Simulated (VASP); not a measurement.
# TiSi2 (Fddd) in VASP: further runs

The runs below take TiSi2 through single point, with LDA, PBEsol, PBE, r2SCAN.

Everything below comes from runs of VASP 6.6.1. Logs are shortened: lines on timing, memory, paths and dates and some standing lists are left out, and cuts for length are marked.

### Step 1. The cell of the first run

The structure is orthorhombic, space group Fddd (No. 70). Conventional cell: a = 4.732 Å, b = 8.139 Å, c = 8.420 Å, α = 90.00°, β = 90.00°, γ = 90.00°. Within 3.3 Å of Ti (site symmetry 222) lie 10 Si at 2.51 to 2.73 Å and 4 Ti at 3.16 Å. Si (site symmetry 2) has 9 Si at 2.50 to 3.16 Å and 5 Ti at 2.51 to 2.73 Å within 3.3 Å.

### Step 2. Single point, LDA

Contents of INCAR:

```
  PREC = Accurate
  ENCUT = 520
  EDIFF = 1E-6
  ISMEAR = -1
  SIGMA = 0.1
  LREAL = F
  LASPH = T
  NELM = 80
  ALGO = Normal
  ISIF = 2
  LWAVE = F
  LCHARG = F
  NBANDS = 29
```

Contents of KPOINTS:

```
Automatic mesh
0
Gamma
  6 6 6
```

Contents of POSCAR:

```
TiSi2
1.0
    0.0000000000      4.0694787108      4.2101156538
    2.3658730420      0.0000000000      4.2101156538
    2.3658730420      4.0694787108      0.0000000000
Ti Si
2 4
Direct
    0.7500000000      0.7500000000      0.7500000000
    0.5000000000      0.5000000000      0.5000000000
    0.0851431292      0.4148568708      0.0851431292
    0.4148568708      0.0851431292      0.4148568708
    0.1648568708      0.8351431292      0.1648568708
    0.8351431292      0.1648568708      0.8351431292
```

Potentials or basis: VASP PAW LDA potentials, release 64 (Ti_sv, Si).

On the command line:

```
$ cat potpaw_LDA.64/Ti_sv/POTCAR potpaw_LDA.64/Si/POTCAR > POTCAR
$ mpirun -np 1 vasp_std > vasp.out
```

OUTCAR:

```text
PREC = Accurate
   ENCUT = 520
   EDIFF = 1E-6
   ISMEAR = -1
   LREAL = F
   LASPH = T
   NELM = 80
   ISIF = 2

 ion  position               nearest neighbor table
   1  0.750  0.750  0.750-   6 2.51   5 2.51   6 2.51   5 2.51   4 2.72   4 2.72   3 2.72   3 2.72
                             3 2.73   4 2.73
   2  0.500  0.500  0.500-   3 2.51   4 2.51   3 2.51   4 2.51   5 2.72   5 2.72   6 2.72   6 2.72
                             5 2.73   6 2.73
   3  0.085  0.415  0.085-   5 2.50   5 2.50   2 2.51   2 2.51   4 2.68   1 2.72   1 2.72   1 2.73
                             4 2.74   4 2.74
   4  0.415  0.085  0.415-   6 2.50   6 2.50   2 2.51   2 2.51   3 2.68   1 2.72   1 2.72   1 2.73
                             3 2.74   3 2.74
   5  0.165  0.835  0.165-   3 2.50   3 2.50   1 2.51   1 2.51   6 2.68   2 2.72   2 2.72   2 2.73
                             6 2.74   6 2.74
   6  0.835  0.165  0.835-   4 2.50   4 2.50   1 2.51   1 2.51   5 2.68   2 2.72   2 2.72   2 2.73
                             5 2.74   5 2.74

  LATTYP: Found a face centered orthorhombic cell.
 ALAT       =     4.7317460840
 B/A-ratio  =     1.7200748470
 C/A-ratio  =     1.7795188411

  Lattice vectors:

 A1 = (   0.0000000000,   4.0694787108,   4.2101156538)
 A2 = (   2.3658730420,   0.0000000000,   4.2101156538)
 A3 = (   2.3658730420,   4.0694787108,   0.0000000000)

Analysis of symmetry for initial positions (statically):
=====================================================================
 Subroutine PRICEL returns:
 Original cell was already a primitive cell.

 Routine SETGRP: Setting up the symmetry group for a
 face centered orthorhombic supercell.

 Subroutine GETGRP returns: Found  8 space group operations
 (whereof  4 operations were pure point group operations)
 out of a pool of  8 trial point group operations.

The static configuration has the point symmetry D_2 .
 The point group associated with its full space group is D_2h.

Analysis of symmetry for dynamics (positions and initial velocities):
=====================================================================
 Subroutine PRICEL returns:
 Original cell was already a primitive cell.

 Routine SETGRP: Setting up the symmetry group for a
 face centered orthorhombic supercell.

 Subroutine GETGRP returns: Found  8 space group operations
 (whereof  4 operations were pure point group operations)
 out of a pool of  8 trial point group operations.

The dynamic configuration has the point symmetry D_2 .
 The point group associated with its full space group is D_2h.

 Subroutine INISYM returns: Found  8 space group operations
 (whereof  4 operations are pure point group operations),
 and found     1 'primitive' translations

----------------------------------------------------------------------------------------

                                     Primitive cell

  volume of cell :      81.0689

  direct lattice vectors                    reciprocal lattice vectors
     0.000000000  4.069478711  4.210115654    -0.211338475  0.122865860  0.118761583
     2.365873042  0.000000000  4.210115654     0.211338475 -0.122865860  0.118761583
     2.365873042  4.069478711  0.000000000     0.211338475  0.122865860 -0.118761583

  length of vectors
     5.855401848  4.829330085  4.707229783     0.271779845  0.271779845  0.271779845

  position of ions in fractional coordinates (direct lattice)
     0.750000000  0.750000000  0.750000000
     0.500000000  0.500000000  0.500000000
     0.085143129  0.414856871  0.085143129
     0.414856871  0.085143129  0.414856871
     0.164856871  0.835143129  0.164856871
     0.835143129  0.164856871  0.835143129

  ion indices of the primitive-cell ions
   primitive index   ion index
                 1           1
                 2           2
                 3           3
                 4           4
                 5           5
                 6           6

----------------------------------------------------------------------------------------

 KPOINTS: Automatic mesh

Automatic generation of k-mesh.
 Grid dimensions read from file:
 generate k-points for:    6    6    6

 Generating k-lattice:

  Cartesian coordinates                     Fractional coordinates (reciprocal lattice)
    -0.035223079  0.020477643  0.019793597     0.166666667  0.000000000  0.000000000
     0.035223079 -0.020477643  0.019793597    -0.000000000  0.166666667 -0.000000000
     0.035223079  0.020477643 -0.019793597     0.000000000  0.000000000  0.166666667

  Length of vectors
     0.045296641  0.045296641  0.045296641

  Shift w.r.t. Gamma in fractional coordinates (k-lattice)
     0.000000000  0.000000000  0.000000000

 Subroutine IBZKPT returns following result:
 ===========================================

 Found     46 irreducible k-points:

 Following reciprocal coordinates:
            Coordinates               Weight
  0.000000  0.000000  0.000000      1.000000
  0.166667 -0.000000 -0.000000      8.000000
  0.333333  0.000000 -0.000000      8.000000
  0.500000  0.000000 -0.000000      4.000000
  0.166667  0.166667  0.000000      2.000000
  0.333333  0.166667 -0.000000      8.000000
[... 16 lines left out ...]
 -0.166667  0.166667  0.166667      8.000000
  0.500000  0.333333  0.166667      4.000000
 [... further k-points ...]
   k-points           NKPTS =     46   k-points in BZ     NKDIM =     46   number of bands    NBANDS=     29
   number of dos      NEDOS =    301   number of ions     NIONS =      6
   total plane-waves  NPLWV =  62208
   dimension x,y,z NGX =    48 NGY =   36 NGZ =   36
   dimension x,y,z NGXF=    96 NGYF=   72 NGZF=   72
   ions per type =               2   4
   NGX,Y,Z   is equivalent  to a cutoff of  13.63, 12.39, 12.71 a.u.
   NGXF,Y,Z  is equivalent  to a cutoff of  27.26, 24.79, 25.43 a.u.
 SYSTEM =  unknown system
   PREC   = accura    normal or accurate (medium, high low for compatibility)
   ISTART =      0    job   : 0-new  1-cont  2-samecut
   ICHARG =      2    charge: 1-file 2-atom 10-const
   ISPIN  =      1    spin polarized calculation?
   LNONCOLLINEAR =      F non collinear calculations
   LSORBIT =      F    spin-orbit coupling
   LASPH  =      T    aspherical Exc in radial PAW
   ENCUT  =  520.0 eV  38.22 Ry    6.18 a.u.  10.89  8.98  8.75*2*pi/ulx,y,z
   NELM   =     80;   NELMIN=  2; NELMDL= -5     # of ELM steps
   EDIFF  = 0.1E-05   stopping-criterion for ELM
   LREAL  =      F    real-space projection
   EDIFFG = 0.1E-04   stopping-criterion for IOM
   NSW    =      0    number of steps for IOM
   IBRION =     -1    ionic relax: 0-MD 1-quasi-New 2-CG
   NFREE  =      0    steps in history (QN), initial steepest desc. (CG)
   ISIF   =      2    stress and relaxation
   ISYM   =      2    0-nonsym 1-usesym 2-fastsym
   POTIM  = 0.5000    time-step for ionic-motion
   TEBEG  =    0.0;   TEEND  =   0.0 temperature during run
   PSTRESS=    0.0 pullay stress
   NELECT =      40.0000    total number of electrons
   NUPDOWN=      -1.0000    fix difference up-down
   EMIN   =  10.00;   EMAX   =-10.00  energy-range for DOS
   EFERMI =   0.00;   METHOD = LEGACY
   ISMEAR =    -1;   SIGMA  =   0.10  broadening in eV -4-tet -1-fermi 0-gaus
   EFERMI_NEDOS =   21; number of points for ismear=-14 and -15
   IALGO  =     38    algorithm
   IMIX   =      4    mixing-type and parameters
     AMIX     =   0.40;   BMIX     =  1.00
     AMIX_MAG =   1.60;   BMIX_MAG =  1.00
  volume/ion in A,a.u.               =      13.51        91.18
  Fermi-wavevector in a.u.,A,eV,Ry     =   1.293630  2.444606 22.769059  1.673479
  Thomas-Fermi vector in A             =   2.425264
   LORBIT       =      0    0 simple, 1 ext, 2 COOP (PROOUT), +10 PAW based schemes
   GGA     = CA    functional components
   LHFCALC =     F    Hartree Fock is set to
   AEXX    =    0.0000 exact exchange contribution
   IVDW    =     0    specifies the selected vdW correction
   LEPSILON=     F    determine dielectric tensor
   LRPA    =     F    only Hartree local field effects (RPA)
 non-spin polarized calculation
  energy-cutoff  :      520.00
  volume of cell :       81.07
 maximum number of plane-waves:      2198
 NGX is ok and might be reduce to    48
   NGX = 21   NGY = 17   NGZ = 17

 number of electron      40.0000003 magnetization

 Free energy of the ion-electron system (eV)
  ---------------------------------------------------
  ext. energy  EPLUGINS =         0.00000000
  ---------------------------------------------------
  free energy    TOTEN  =       -45.00074168 eV

  energy without entropy =      -44.94265938  energy(sigma->0) =      -44.97170053

 E-fermi :  10.5357     XC(G=0): -12.0434

 val. band max:       10.5112983580   @ k =  -0.1667   0.3333   0.1667
 cond. band min:      10.5484114833   @ k =  -0.3333   0.1667   0.0000
 fundamental gap:      0.0371131253
 Fermi energy:        10.5356548963

 k-point     1 :       0.0000    0.0000    0.0000
  band No.  band energies     occupation
      1     -44.9527      2.00000
      2     -44.9167      2.00000
      3     -21.7573      2.00000
      4     -21.7246      2.00000
      5     -21.6498      2.00000
      6     -21.6325      2.00000
[... 21 lines left out ...]
     28      14.4193      0.00000
     29      14.5068      0.00000

 k-point     2 :       0.1667   -0.0000   -0.0000
  band No.  band energies     occupation
      1     -44.9509      2.00000
      2     -44.9185      2.00000
      3     -21.7559      2.00000
      4     -21.7243      2.00000
      5     -21.6573      2.00000
      6     -21.6321      2.00000
[... 21 lines left out ...]
     28      14.5298      0.00000
     29      14.6998      0.00000

 k-point     3 :       0.3333    0.0000   -0.0000
  band No.  band energies     occupation
      1     -44.9464      2.00000
      2     -44.9228      2.00000
      3     -21.7560      2.00000
      4     -21.7197      2.00000
      5     -21.6764      2.00000
      6     -21.6274      2.00000
[... 638 lines left out ...]
      5     -21.6548      2.00000
      6     -21.6419      2.00000
[... 21 lines left out ...]
     28      15.1077      0.00000
     29      15.6882      0.00000

 k-point    24 :       0.5000    0.3333    0.1667
  band No.  band energies     occupation
      1     -44.9424      2.00000
      2     -44.9268      2.00000
      3     -21.7498      2.00000
      4     -21.7072      2.00000
      5     -21.6880      2.00000
      6     -21.6367      2.00000
[... 21 lines left out ...]
     28      14.7140      0.00000
     29      15.2480      0.00000

 [... further k-points ...]

------------------------ aborting loop because EDIFF is reached ----------------------------------------

  FORCE on cell =-STRESS in cart. coord.  units (eV):
  Direction    XX          YY          ZZ          XY          YZ          ZX
  --------------------------------------------------------------------------------------
  -------------------------------------------------------------------------------------
  Total        0.0941784      0.1118142      0.1664512      0.0000000      0.0000000      0.0000000
  in kB        1.8612632      2.2098013      3.2896007      0.0000000      0.0000000      0.0000000
  external PRESSURE =       2.4535551 kB  Pullay stress =       0.0000000 kB

 VOLUME and BASIS-vectors are now :
 -----------------------------------------------------------------------------
  energy-cutoff  :      520.00
  volume of cell :       81.07
      direct lattice vectors                 reciprocal lattice vectors
     0.000000000  4.069478711  4.210115654    -0.211338475  0.122865860  0.118761583
     2.365873042  0.000000000  4.210115654     0.211338475 -0.122865860  0.118761583
     2.365873042  4.069478711  0.000000000     0.211338475  0.122865860 -0.118761583

 POSITION                                       TOTAL-FORCE (eV/Angst)
 -----------------------------------------------------------------------------------
      3.54881      6.10422      6.31517         0.000000      0.000000      0.000000
      2.36587      4.06948      4.21012        -0.000000      0.000000      0.000000
      1.18294      0.69298      2.10506         0.000000      0.004924      0.000000
      1.18294      3.37650      2.10506         0.000000     -0.004924      0.000000
      2.36587      1.34176      4.21012        -0.000000     -0.004924      0.000000
      2.36587      6.79719      4.21012        -0.000000      0.004924      0.000000
 -----------------------------------------------------------------------------------
    total drift:                               -0.000000     -0.000000     -0.000000

  FREE ENERGIE OF THE ION-ELECTRON SYSTEM (eV)
  ---------------------------------------------------
  free  energy   TOTEN  =       -45.0007416829 eV

  energy  without entropy=      -44.9426593836  energy(sigma->0) =      -44.97170053
```

Wall time 50 s (1 thread of Intel Xeon 6975P-C (Granite Rapids), shared host); peak memory 0.24 GiB.

What came out:

```yaml
Free_energy: -45.0007 eV
Pressure: 0.2 GPa
Largest_force: 0.005 eV/Å
Band_gap_on_the_k_mesh: zero (bands 20 and 21 overlap by 1.77 eV)
```

Forces in eV/Å, atoms in the order of the input:
```
Ti   0.000  0.000  0.000
Ti   0.000  0.000  0.000
Si   0.000  0.005  0.000
Si   0.000 -0.005  0.000
Si   0.000 -0.005  0.000
Si   0.000  0.005  0.000
```

Stress tensor (GPa, compression positive):
```
0.19 0.00 0.00
0.00 0.22 0.00
0.00 0.00 0.33
```

Levels at points of the mesh, in eV from the Fermi level:
```csv
k point,band 18,band 19,band 20,band 21,band 22,band 23
"(0.00, 0.00, 0.00)",-2.01,-1.76,-1.43,-1.01,2.06,3.20
"(0.50, 0.00, 0.00)",-1.16,-0.09,0.10,1.02,1.39,1.76
"(0.50, 0.50, 0.00)",-1.59,-1.07,-1.07,0.77,0.77,3.31
"(0.50, 0.00, 0.50)",-2.37,-0.94,-0.94,1.26,1.26,3.40
"(0.00, 0.50, 0.50)",-1.26,-0.71,-0.71,0.87,0.87,2.34
```

[end of part 1 of 2]
